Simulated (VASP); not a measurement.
Set up this calculation in VASP 6.6.1, as the native input.

- Task: electric field gradients
- Functional: PBEsol
- Potentials or basis: VASP PAW PBE potentials, release 64 (Al)
- Cutoff: 400 eV
- k mesh: 17 × 17 × 17
- Occupations: fermi-dirac, width 0.03 eV
- Spin: no spin polarisation
- Dipole correction: no
- Further INCAR settings: ALGO = Normal; EDIFF = 1e-08; NBANDS = 8

The structure of Al lies in POSCAR:

```
Al
1.0
    0.0000000000      2.0239800000      2.0239800000
    2.0239800000      0.0000000000      2.0239800000
    2.0239800000      2.0239800000      0.0000000000
Al
1
Direct
    0.0000000000      0.0000000000      0.0000000000
```

One way to write it, as run:

INCAR

```
ALGO = Normal ; EDIFF = 1E-8
ENCUT = 400 ; GGA = PS
GGA_COMPAT = False ; ISIF = 2
ISMEAR = -1 ; LASPH = True
LCHARG = False ; LEFG = True
LREAL = False ; LWAVE = False
NBANDS = 8 ; NELM = 120
PREC = Accurate ; SIGMA = 0.03
```

KPOINTS

```
k-points
0
Gamma
  17 17 17
```

Potentials or basis: VASP PAW PBE potentials, release 64 (Al).

Run with:

```console
$ cat potpaw_PBE.64/Al/POTCAR > POTCAR
$ mpirun -np 1 vasp_std > vasp.out
```

It gave:

```
Pressure                                : -1.9 GPa
Band gap on the k mesh                  : zero (an odd number of electrons rules out a gap without spin polarisation)
Largest electric field gradient by atom : zero within the noise of the run
```

Caveat: the PAW data sets were made with another functional, which shifts forces and pressure a little.

It took 6.2 s on 1 thread of AMD EPYC 9R45 96-Core Processor (Zen 5), with other jobs on the host, peak memory 0.09 GiB.
